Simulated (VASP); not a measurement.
# HfO2: single point with PBEsol

Crystal: HfO2.

```xyz
12
Lattice="5.2283 0.0000 0.0000 0.0000 5.0173 0.0000 0.0000 0.0000 5.0416" Properties=species:S:1:pos:R:3 pbc="T T T"
Hf    0.1720    1.3424    1.2215
Hf    2.4421    1.3424    3.7423
Hf    2.7862    3.6749    1.2215
Hf    5.0563    3.6749    3.7423
O     1.9238    0.3596    1.9155
O     0.6903    0.3596    4.4364
O     3.8372    2.3065    2.4743
O     4.0053    2.3065    4.9951
O     1.3912    2.7108    4.9951
O     1.2230    2.7108    2.4743
O     4.5380    4.6577    1.9155
O     3.3045    4.6577    4.4364
```

| Property | Result |
| --- | --- |
| Program | VASP 6.6.1 |
| Task | single point |
| Functional | PBEsol |
| Potentials or basis | VASP PAW PBE potentials, release 64 (Hf_pv, O) |
| Cutoff | 520 eV |
| k mesh | 4 × 4 × 4 |
| Occupations | fermi-dirac, width 0.02 eV |
| Spin | no spin polarisation |
| Dipole correction | no |
| Further INCAR settings | ALGO = Normal; EDIFF = 1e-06; NBANDS = 56 |

The pressure is -3.2 GPa and the largest force is 0.060 eV/Å. The band gap on the k mesh is 4.34 eV, indirect (least direct gap 4.54 eV).

Forces in eV/Å, atoms in the order of the input:
```
Hf   0.044  0.005 -0.041
Hf  -0.044  0.005 -0.041
Hf   0.044 -0.005 -0.041
Hf  -0.044 -0.005 -0.041
O   -0.025 -0.004  0.018
O    0.025 -0.004  0.018
O   -0.008  0.035  0.024
O    0.008  0.035  0.024
O    0.008 -0.035  0.024
O   -0.008 -0.035  0.024
O   -0.025  0.004  0.018
O    0.025  0.004  0.018
```

Stress tensor (GPa, compression positive):
```
-3.24  0.00  0.00
 0.00 -3.12  0.00
 0.00  0.00 -3.09
```

Levels at points of the mesh, in eV from the valence-band top:
```
           k point  band 40  band 41  band 42  band 43  band 44  band 45  band 46  band 47  band 48  band 49
(0.00, 0.00, 0.00)    -0.98    -0.74    -0.21    -0.09     0.00     4.81     5.08     5.20     5.62     5.75
(0.50, 0.00, 0.00)    -0.77    -0.71    -0.71    -0.41    -0.41     5.09     5.09     5.52     5.52     5.67
(0.00, 0.50, 0.00)    -0.86    -0.83    -0.42    -0.19    -0.13     4.42     4.77     4.86     5.49     5.51
(0.50, 0.50, 0.00)    -1.05    -0.66    -0.66    -0.48    -0.48     4.59     4.59     5.04     5.04     5.58
(0.00, 0.00, 0.50)    -0.97    -0.36    -0.36    -0.28    -0.28     4.52     4.52     5.21     5.21     6.03
(0.50, 0.00, 0.50)    -1.44    -0.71    -0.71    -0.71    -0.71     5.08     5.08     5.08     5.08     6.12
(0.00, 0.50, 0.50)    -1.46    -1.03    -1.03    -0.38    -0.38     4.44     4.44     4.80     4.80     5.96
(0.50, 0.50, 0.50)    -1.54    -0.86    -0.86    -0.86    -0.86     4.57     4.57     4.57     4.57     5.84
```

Wall time 2.6 min on 1 thread of Intel(R) Xeon(R) Platinum 8488C (Sapphire Rapids) (shared host), peak memory 0.32 GiB.

Caveat: the PAW data sets were made with another functional, which shifts forces and pressure a little; spin-orbit coupling is left out, which moves the levels of the heavy elements. A k mesh can miss the band edges.
